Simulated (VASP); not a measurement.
Runs of VASP 6.6.1 on GaGe. The structure is that of space group F-43m (No. 216), or close to it. The cells are those of the table. 

```tsv
cell	gap on the mesh (eV)	pressure (GPa)
a = 4.037, b = 4.037, c = 4.098 Å, angles 59.5, 59.5, 61.0°, 2 atoms	none	1.7
a = 4.037, b = 4.037, c = 3.975 Å, angles 60.5, 60.5, 59.0°, 2 atoms	none	3.5
a = 4.100, b = 4.100, c = 3.975 Å, angles 61.0, 61.0, 58.0°, 2 atoms	none	1.7
a = 4.160, b = 4.160, c = 4.221 Å, angles 59.5, 59.5, 61.0°, 2 atoms	none	-2.4
a = 3.975 Å, angles 60.0°, 2 atoms	none	(a)
a = 4.160, b = 4.160, c = 4.098 Å, angles 60.5, 60.5, 59.0°, 2 atoms	none	-1.2
```

Alike in all rows: task single point; level PBE; potentials or basis VASP PAW PBE potentials, release 64 (Ga_d, Ge_d); no spin polarisation; k mesh 14 × 14 × 14; cutoff (eV) 520; smearing gaussian 0.15 eV.

Task: Estimate the missing entries.

Result: (a) 5.7.

Caveats: the cell stands under pressure (at least some runs).

A k mesh can miss the band edges, and the runs leave out spin-orbit coupling on Ga, Ge.

A gap of «none» marks levels without a gap at the run's occupations.
